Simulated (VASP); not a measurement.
# PbS (Imm2) in VASP: notebook

PbS is run at these levels: r2SCAN; tasks: single point.

Everything below comes from runs of VASP 6.6.1. Logs are shortened: lines on timing, memory, paths and dates and some standing lists are left out, and cuts for length are marked.

### 1 The cell of the first run

It takes space group Imm2 (No. 44, orthorhombic). The conventional cell has a = 4.193 Å, b = 5.930 Å, c = 4.193 Å, α = 90.00°, β = 90.00°, γ = 90.00°. Within 3.8 Å of Pb (site symmetry mm2) lie 6 S at 2.90 to 3.04 Å. S (site symmetry mm2) has 6 Pb at 2.90 to 3.04 Å within 3.8 Å.

### 2 Single point, r2SCAN (all Pb atoms moved -0.100 Å, as atom 1 along Cartesian [1 1 0])

POSCAR reads:

```
PbS
1.0
    0.0000000000      2.9650000000      2.9650000000
    2.9650000000      0.0000000000      2.9650000000
    2.9650000000      2.9650000000      0.0000000000
Pb S
1 1
Direct
    0.0000000000      0.0000000000     -0.0238484581
    0.5000000000      0.5000000000      0.5000000000
```

INCAR.step1 reads:

```
ALGO     = Normal         # electronic algorithm
EDIFF    = 1E-4           # SCF threshold, eV
ENCUT    = 520            # plane-wave cutoff, eV
GGA      = PE             # functional
ISMEAR   = 0              # smearing method
LASPH    = True           # aspherical terms in the spheres
LCHARG   = False          # write CHGCAR
LREAL    = False          # projectors in reciprocal space
LWAVE    = True           # write WAVECAR
NBANDS   = 17             # bands
NELM     = 80             # most SCF steps
PREC     = Accurate       # precision mode
SIGMA    = 0.05           # smearing width, eV
```

INCAR.step2 reads:

```
ALGO     = Normal         # electronic algorithm
EDIFF    = 1E-6           # SCF threshold, eV
ENCUT    = 520            # plane-wave cutoff, eV
ISIF     = 2              # what is computed and relaxed
ISMEAR   = 0              # smearing method
ISTART   = 1            
LASPH    = True           # aspherical terms in the spheres
LCHARG   = True           # write CHGCAR
LELF     = True           # ELF
LMIXTAU  = True         
LREAL    = False          # projectors in reciprocal space
LVHAR    = True         
LWAVE    = False          # write WAVECAR
METAGGA  = R2SCAN         # meta-GGA
NBANDS   = 17             # bands
NELM     = 80             # most SCF steps
PREC     = Accurate       # precision mode
SIGMA    = 0.05           # smearing width, eV
```

KPOINTS reads:

```
k-points
0
Gamma
  8 8 8
```

Potentials or basis: VASP PAW PBE potentials, release 64 (Pb_d, S).

The run is started by

```console
cat potpaw_PBE.64/Pb_d/POTCAR potpaw_PBE.64/S/POTCAR > POTCAR
cp INCAR.step1 INCAR
mpirun -np 1 vasp_std > vasp.out
cp INCAR.step2 INCAR
mpirun -np 1 vasp_std > vasp.out
```

OUTCAR:

```text
EDIFF = 1E-6
   ENCUT = 520
   ISIF = 2
   ISMEAR = 0
   ISTART = 1
   LASPH = True
   LREAL = False
   METAGGA = R2SCAN
   NELM = 80
   PREC = Accurate

 ion  position               nearest neighbor table
   1  0.000  0.000  0.976-   2 2.90   2 2.90   2 2.97   2 2.97   2 3.04   2 3.04
   2  0.500  0.500  0.500-   1 2.90   1 2.90   1 2.97   1 2.97   1 3.04   1 3.04

  LATTYP: Found a face centered cubic cell.
 ALAT       =     5.9300000000

  Lattice vectors:

 A1 = (   0.0000000000,   2.9650000000,   2.9650000000)
 A2 = (   2.9650000000,   0.0000000000,   2.9650000000)
 A3 = (   2.9650000000,   2.9650000000,   0.0000000000)

Analysis of symmetry for initial positions (statically):
=====================================================================
 Subroutine PRICEL returns:
 Original cell was already a primitive cell.

 Routine SETGRP: Setting up the symmetry group for a
 face centered cubic supercell.

 Subroutine GETGRP returns: Found  4 space group operations
 (whereof  4 operations were pure point group operations)
 out of a pool of 48 trial point group operations.

The static configuration has the point symmetry C_2v.

Analysis of symmetry for dynamics (positions and initial velocities):
=====================================================================
 Subroutine PRICEL returns:
 Original cell was already a primitive cell.

 Routine SETGRP: Setting up the symmetry group for a
 face centered cubic supercell.

 Subroutine GETGRP returns: Found  4 space group operations
 (whereof  4 operations were pure point group operations)
 out of a pool of 48 trial point group operations.

The dynamic configuration has the point symmetry C_2v.

 Subroutine INISYM returns: Found  4 space group operations
 (whereof  4 operations are pure point group operations),
 and found     1 'primitive' translations

----------------------------------------------------------------------------------------

                                     Primitive cell

  volume of cell :      52.1320

  direct lattice vectors                    reciprocal lattice vectors
     0.000000000  2.965000000  2.965000000    -0.168634064  0.168634064  0.168634064
     2.965000000  0.000000000  2.965000000     0.168634064 -0.168634064  0.168634064
     2.965000000  2.965000000  0.000000000     0.168634064  0.168634064 -0.168634064

  length of vectors
     4.193143212  4.193143212  4.193143212     0.292082767  0.292082767  0.292082767

  position of ions in fractional coordinates (direct lattice)
     0.000000000  0.000000000  0.976151542
     0.500000000  0.500000000  0.500000000

  ion indices of the primitive-cell ions
   primitive index   ion index
                 1           1
                 2           2

----------------------------------------------------------------------------------------

 KPOINTS: k-points

Automatic generation of k-mesh.
 Grid dimensions read from file:
 generate k-points for:    8    8    8

 Generating k-lattice:

  Cartesian coordinates                     Fractional coordinates (reciprocal lattice)
    -0.021079258  0.021079258  0.021079258     0.125000000  0.000000000  0.000000000
     0.021079258 -0.021079258  0.021079258     0.000000000  0.125000000  0.000000000
     0.021079258  0.021079258 -0.021079258     0.000000000  0.000000000  0.125000000

  Length of vectors
     0.036510346  0.036510346  0.036510346

  Shift w.r.t. Gamma in fractional coordinates (k-lattice)
     0.000000000  0.000000000  0.000000000

 Subroutine IBZKPT returns following result:
 ===========================================

 Found     95 irreducible k-points:

 Following reciprocal coordinates:
            Coordinates               Weight
  0.000000  0.000000  0.000000      1.000000
  0.125000  0.000000  0.000000      4.000000
  0.000000  0.000000  0.125000      4.000000
  0.250000  0.000000  0.000000      4.000000
  0.000000  0.000000  0.250000      4.000000
  0.375000  0.000000  0.000000      4.000000
[... 16 lines left out ...]
  0.125000  0.125000 -0.375000      4.000000
 -0.375000  0.125000  0.000000      4.000000
 [... further k-points ...]
   k-points           NKPTS =     95   k-points in BZ     NKDIM =     95   number of bands    NBANDS=     17
   number of dos      NEDOS =    301   number of ions     NIONS =      2
   total plane-waves  NPLWV =  32768
   dimension x,y,z NGX =    32 NGY =   32 NGZ =   32
   dimension x,y,z NGXF=    64 NGYF=   64 NGZF=   64
   ions per type =               1   1
   NGX,Y,Z   is equivalent  to a cutoff of  12.69, 12.69, 12.69 a.u.
   NGXF,Y,Z  is equivalent  to a cutoff of  25.37, 25.37, 25.37 a.u.
 SYSTEM =  unknown system
   PREC   = accura    normal or accurate (medium, high low for compatibility)
   ISTART =      1    job   : 0-new  1-cont  2-samecut
   ICHARG =      0    charge: 1-file 2-atom 10-const
   ISPIN  =      1    spin polarized calculation?
   LNONCOLLINEAR =      F non collinear calculations
   LSORBIT =      F    spin-orbit coupling
   LASPH  =      T    aspherical Exc in radial PAW
   ENCUT  =  520.0 eV  38.22 Ry    6.18 a.u.   7.80  7.80  7.80*2*pi/ulx,y,z
   NELM   =     80;   NELMIN=  2; NELMDL=  0     # of ELM steps
   EDIFF  = 0.1E-05   stopping-criterion for ELM
   LREAL  =      F    real-space projection
   EDIFFG = 0.1E-04   stopping-criterion for IOM
   NSW    =      0    number of steps for IOM
   IBRION =     -1    ionic relax: 0-MD 1-quasi-New 2-CG
   NFREE  =      0    steps in history (QN), initial steepest desc. (CG)
   ISIF   =      2    stress and relaxation
   ISYM   =      2    0-nonsym 1-usesym 2-fastsym
   POTIM  = 0.5000    time-step for ionic-motion
   TEBEG  =    0.0;   TEEND  =   0.0 temperature during run
   PSTRESS=    0.0 pullay stress
   NELECT =      20.0000    total number of electrons
   NUPDOWN=      -1.0000    fix difference up-down
   EMIN   =  10.00;   EMAX   =-10.00  energy-range for DOS
   EFERMI =   0.00;   METHOD = LEGACY
   ISMEAR =     0;   SIGMA  =   0.05  broadening in eV -4-tet -1-fermi 0-gaus
   EFERMI_NEDOS =   21; number of points for ismear=-14 and -15
   IALGO  =     38    algorithm
   IMIX   =      4    mixing-type and parameters
     AMIX     =   0.40;   BMIX     =  1.00
     AMIX_MAG =   1.60;   BMIX_MAG =  1.00
  volume/ion in A,a.u.               =      26.07       175.90
  Fermi-wavevector in a.u.,A,eV,Ry     =   1.189552  2.247928 19.252709  1.415034
  Thomas-Fermi vector in A             =   2.325657
   LORBIT       =      0    0 simple, 1 ext, 2 COOP (PROOUT), +10 PAW based schemes
   METAGGA = R2SCAN    functional components
   LHFCALC =     F    Hartree Fock is set to
   AEXX    =    0.0000 exact exchange contribution
   IVDW    =     0    specifies the selected vdW correction
   LEPSILON=     F    determine dielectric tensor
   LRPA    =     F    only Hartree local field effects (RPA)
 non-spin polarized calculation
 Gauss-broadening in eV      SIGMA  =   0.05
  energy-cutoff  :      520.00
  volume of cell :       52.13
 maximum number of plane-waves:      1424
   NGX = 15   NGY = 15   NGZ = 15

 number of electron      20.0000000 magnetization

 Free energy of the ion-electron system (eV)
  ---------------------------------------------------
  ext. energy  EPLUGINS =         0.00000000
  ---------------------------------------------------
  free energy    TOTEN  =       -65.60455867 eV

  energy without entropy =      -65.60455867  energy(sigma->0) =      -65.60455867

 E-fermi :   5.9303     XC(G=0): -10.2570

 val. band max:        5.7178181917   @ k =   0.5000   0.0000   0.0000
 cond. band min:       6.3567635994   @ k =   0.5000   0.0000   0.0000
 fundamental gap:      0.6389454077
 Fermi energy:         5.9303308727

 k-point     1 :       0.0000    0.0000    0.0000
  band No.  band energies     occupation
      1     -11.7354      2.00000
      2     -11.7340      2.00000
      3     -11.7333      2.00000
      4     -11.7201      2.00000
      5     -11.7198      2.00000
      6      -8.5243      2.00000
[... 9 lines left out ...]
     16      12.9354      0.00000
     17      14.7761      0.00000

 k-point     2 :       0.1250    0.0000    0.0000
  band No.  band energies     occupation
      1     -11.7339      2.00000
      2     -11.7322      2.00000
      3     -11.7314      2.00000
      4     -11.7209      2.00000
      5     -11.7203      2.00000
      6      -8.3874      2.00000
[... 9 lines left out ...]
     16      13.2775      0.00000
     17      16.0252      0.00000

 k-point     3 :       0.0000    0.0000    0.1250
  band No.  band energies     occupation
      1     -11.7345      2.00000
      2     -11.7316      2.00000
      3     -11.7312      2.00000
      4     -11.7208      2.00000
      5     -11.7204      2.00000
      6      -8.3885      2.00000
[... 9 lines left out ...]
     16      13.2724      0.00000
     17      16.0311      0.00000

 k-point     4 :       0.2500    0.0000    0.0000
  band No.  band energies     occupation
      1     -11.7417      2.00000
      2     -11.7400      2.00000
      3     -11.7314      2.00000
      4     -11.7088      2.00000
      5     -11.7071      2.00000
      6      -8.0087      2.00000
[... 9 lines left out ...]
     16      14.1108      0.00000
     17      18.1552      0.00000
[... 343 lines left out ...]
      1     -11.7735      2.00000
      2     -11.7463      2.00000
      3     -11.7283      2.00000
      4     -11.6957      2.00000
      5     -11.6844      2.00000
      6      -7.2150      2.00000
[... 9 lines left out ...]
     16      16.5072      0.00000
     17      16.9006      0.00000

 k-point    23 :       0.1250    0.1250   -0.3750
  band No.  band energies     occupation
      1     -11.7737      2.00000
      2     -11.7461      2.00000
      3     -11.7279      2.00000
      4     -11.6963      2.00000
      5     -11.6842      2.00000
      6      -7.2159      2.00000
[... 9 lines left out ...]
     16      16.4866      0.00000
     17      16.8811      0.00000

 k-point    24 :      -0.3750    0.1250    0.0000
  band No.  band energies     occupation
      1     -11.7672      2.00000
      2     -11.7489      2.00000
      3     -11.7263      2.00000
      4     -11.6941      2.00000
      5     -11.6917      2.00000
      6      -7.2916      2.00000
[... 9 lines left out ...]
     16      16.3476      0.00000
     17      17.2736      0.00000

 [... further k-points ...]

------------------------ aborting loop because EDIFF is reached ----------------------------------------

  FORCE on cell =-STRESS in cart. coord.  units (eV):
  Direction    XX          YY          ZZ          XY          YZ          ZX
  --------------------------------------------------------------------------------------
  -------------------------------------------------------------------------------------
  Total        0.5061810      0.5061810      0.4412983      0.0198040      0.0000000      0.0000000
  in kB       15.5565161     15.5565161     13.5624685      0.6086395      0.0000000      0.0000000
  external PRESSURE =      14.8918335 kB  Pullay stress =       0.0000000 kB

 VOLUME and BASIS-vectors are now :
 -----------------------------------------------------------------------------
  energy-cutoff  :      520.00
  volume of cell :       52.13
      direct lattice vectors                 reciprocal lattice vectors
     0.000000000  2.965000000  2.965000000    -0.168634064  0.168634064  0.168634064
     2.965000000  0.000000000  2.965000000     0.168634064 -0.168634064  0.168634064
     2.965000000  2.965000000  0.000000000     0.168634064  0.168634064 -0.168634064

 POSITION                                       TOTAL-FORCE (eV/Angst)
 -----------------------------------------------------------------------------------
      2.89429      2.89429      0.00000         0.037857      0.037857      0.000000
      2.96500      2.96500      2.96500        -0.037857     -0.037857      0.000000
 -----------------------------------------------------------------------------------
    total drift:                               -0.000130     -0.000130     -0.000000

  FREE ENERGIE OF THE ION-ELECTRON SYSTEM (eV)
  ---------------------------------------------------
  free  energy   TOTEN  =       -65.6045586700 eV

  energy  without entropy=      -65.6045586700  energy(sigma->0) =      -65.60455867
```

Run time: 5.2 min. Hardware: 1 thread of Intel Xeon 8259CL, shared host; peak memory 0.24 GiB.

What came out:

```
Free energy            : -65.6046 eV
Pressure               : 1.5 GPa
Largest force          : 0.054 eV/Å
Band gap on the k mesh : 0.64 eV
```

Forces on the atoms (eV/Å):
```
Pb   0.038  0.038  0.000
S   -0.038 -0.038  0.000
```

Levels at points of the mesh, in eV from the valence-band top:
| k point | band 7 | band 8 | band 9 | band 10 | band 11 | band 12 | band 13 | band 14 |
| --- | --- | --- | --- | --- | --- | --- | --- | --- |
| (0.00, 0.00, 0.00) | -6.10 | -2.36 | -2.34 | -2.34 | 5.46 | 5.47 | 5.56 | 7.13 |
| (0.50, 0.00, 0.00) | -9.13 | -1.97 | -1.96 | 0.00 | 0.64 | 2.21 | 2.22 | 9.14 |
| (0.00, 0.00, 0.50) | -9.10 | -1.97 | -1.95 | -0.06 | 0.68 | 2.18 | 2.21 | 9.13 |
| (0.50, 0.50, 0.00) | -7.37 | -5.40 | -3.64 | -3.60 | 4.04 | 6.00 | 6.11 | 6.20 |
| (0.00, 0.50, 0.50) | -7.41 | -5.36 | -3.63 | -3.62 | 4.09 | 6.01 | 6.11 | 6.14 |

Caveat: the cell differs from its parent crystal (all Pb atoms moved -0.100 Å, as atom 1 along Cartesian [1 1 0]); the PAW data sets were made with another functional, which shifts forces and pressure a little; spin-orbit coupling is left out, which moves the levels of the heavy elements. A k mesh can miss the band edges.

### 3 Single point, r2SCAN (all Pb atoms moved +0.075 Å, as atom 1 along Cartesian [1 1 0])

POSCAR: that of step 2 with these lines changed.

```diff
@@ -8,3 +8,3 @@
 Direct
-    0.0000000000      0.0000000000     -0.0238484581
+    0.0000000000      0.0000000000      0.0178863435
     0.5000000000      0.5000000000      0.5000000000
```

INCAR.step1 reads:

```
SYSTEM = PbS
PREC = Accurate
ENCUT = 520
ISMEAR = 0
SIGMA = 0.05
LREAL = .FALSE.
LASPH = .TRUE.
NELM = 100
NBANDS = 17
GGA = PE
ALGO = Normal
EDIFF = 1E-4
LWAVE = .TRUE.
LCHARG = .FALSE.
```

INCAR.step2 reads:

```
SYSTEM = PbS
PREC = Accurate
ENCUT = 520
EDIFF = 1E-7
ISMEAR = 0
SIGMA = 0.05
LREAL = .FALSE.
LASPH = .TRUE.
NELM = 100
ALGO = Normal
ISIF = 2
LWAVE = .FALSE.
LCHARG = .FALSE.
METAGGA = R2SCAN
LMIXTAU = .TRUE.
NBANDS = 17
ISTART = 1
```

KPOINTS reads:

```
Automatic mesh
0
G
  8 8 8
  0 0 0
```

Potentials or basis: VASP PAW PBE potentials, release 64 (Pb_d, S).

The run is started by

```console
cat potpaw_PBE.64/Pb_d/POTCAR potpaw_PBE.64/S/POTCAR > POTCAR
cp INCAR.step1 INCAR
mpirun -np 1 vasp_std > vasp.out
cp INCAR.step2 INCAR
mpirun -np 1 vasp_std > vasp.out
```

Run time: 5.9 min. Hardware: 1 thread of Intel Xeon 8259CL, shared host; peak memory 0.24 GiB.

Results (log left out):

```
Free energy            : -65.6057 eV
Pressure               : 1.4 GPa
Largest force          : 0.036 eV/Å
Band gap on the k mesh : 0.63 eV
```

Forces in eV/Å, atoms in the order of the input:
```
Pb  -0.026 -0.026  0.000
S    0.026  0.026  0.000
```

Stress tensor (GPa, compression positive):
```
1.46 0.04 0.00
0.04 1.46 0.00
0.00 0.00 1.35
```

Levels at points of the mesh, in eV from the valence-band top:
| k point | band 7 | band 8 | band 9 | band 10 | band 11 | band 12 | band 13 | band 14 |
| --- | --- | --- | --- | --- | --- | --- | --- | --- |
| (0.00, 0.00, 0.00) | -6.10 | -2.36 | -2.34 | -2.34 | 5.50 | 5.50 | 5.56 | 7.13 |
| (0.50, 0.00, 0.00) | -9.13 | -1.96 | -1.95 | 0.00 | 0.63 | 2.19 | 2.20 | 9.15 |
| (0.00, 0.00, 0.50) | -9.11 | -1.96 | -1.94 | -0.04 | 0.66 | 2.18 | 2.19 | 9.14 |
| (0.50, 0.50, 0.00) | -7.37 | -5.40 | -3.64 | -3.61 | 4.08 | 6.00 | 6.10 | 6.15 |
| (0.00, 0.50, 0.50) | -7.39 | -5.38 | -3.63 | -3.63 | 4.11 | 6.01 | 6.10 | 6.12 |

Caveat: the cell differs from its parent crystal (all Pb atoms moved +0.075 Å, as atom 1 along Cartesian [1 1 0]); the PAW data sets were made with another functional, which shifts forces and pressure a little; spin-orbit coupling is left out, which moves the levels of the heavy elements. A k mesh can miss the band edges.

(Continued in part 2 of 2.)
